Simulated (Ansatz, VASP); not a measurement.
# Two plane-wave programs on MgO

Contents of POSCAR:

```
MgO
1.0
    0.0000000000      2.1351500000      2.1351500000
    2.1351500000      0.0000000000      2.1351500000
    2.1351500000      2.1351500000      0.0000000000
Mg O
1 1
Direct
    0.0000000000      0.0000000000      0.0000000000
    0.5000000000      0.5000000000      0.4668825712
```

INCAR.step1

```
PREC = Accurate ; ENCUT = 520
ISMEAR = 0 ; SIGMA = 0.05
LREAL = False ; LASPH = True
NELM = 100 ; NBANDS = 11
GGA = PE ; ALGO = Normal
EDIFF = 1E-4 ; LWAVE = True
LCHARG = False
```

File INCAR.step2:

```
PREC = Accurate ; ENCUT = 520
EDIFF = 1E-7 ; ISMEAR = 0
SIGMA = 0.05 ; LREAL = False
LASPH = True ; NELM = 100
ALGO = Normal ; ISIF = 2
LWAVE = False ; LCHARG = False
METAGGA = R2SCAN ; LMIXTAU = True
NBANDS = 11 ; ISTART = 1
```

File KPOINTS:

```
Automatic mesh
0
Gamma
  10 10 10
```

Input for Ansatz:

```yaml
crystal:
  lattice:
    - [0.0, 2.13515, 2.13515]
    - [2.13515, 0.0, 2.13515]
    - [2.13515, 2.13515, 0.0]
  atoms:
    - { symbol: Mg, position: [0.0, 0.0, 0.0] }
    - { symbol: O, position: [0.5, 0.5, 0.4668825712] }
basis:
  ecutwfc: 500
kpoints:
  mp_grid: { grid: [10, 10, 10] }
hamiltonian:
  xc: r2scan
scf:
  occupations: { method: gaussian, width: 0.05 }
output:
  forces: true
  stress: true
  eigenvalues: true
```

Change from the starting cell: all O atoms moved -0.100 Å, as atom 2 along Cartesian [1 1 0].

Alike in both runs: task single point; functional r2SCAN; k mesh 10 × 10 × 10; occupations gaussian, width 0.05 eV; no spin polarisation.

|  | VASP | Ansatz |
| --- | --- | --- |
| version | VASP 6.6.1 | Ansatz 0.2.0 |
| potentials or method | VASP PAW PBE potentials, release 64 (Mg, O), cutoff 520 eV | scalar-relativistic, plane waves, PAW |
| valence electrons in the cell | 8 | 16 |

|  | VASP | Ansatz | Ansatz less VASP |
| --- | --- | --- | --- |
| gap on the k mesh at the Fermi level (eV) | 5.19 | 5.22 | +0.025 |
| least direct gap on the mesh (eV) | 5.19 | 5.22 | +0.025 |
| pressure (GPa) | -7.3 | -6.2 | +1.10 |
| traceless stress, the component that is largest in VASP (GPa) | -1.03 | -1.02 | +0.011 |
| rms of the force components (eV/Å) | 0.263 | 0.262 | -0.0010 |

VASP's potentials were made for PBE, not for r2SCAN. Atom by atom the forces differ by 0.001 eV/Å (rms over components). VASP's potentials hold 8 valence electrons a cell and Ansatz's 16, so a difference there can come from the potentials and not from the codes.
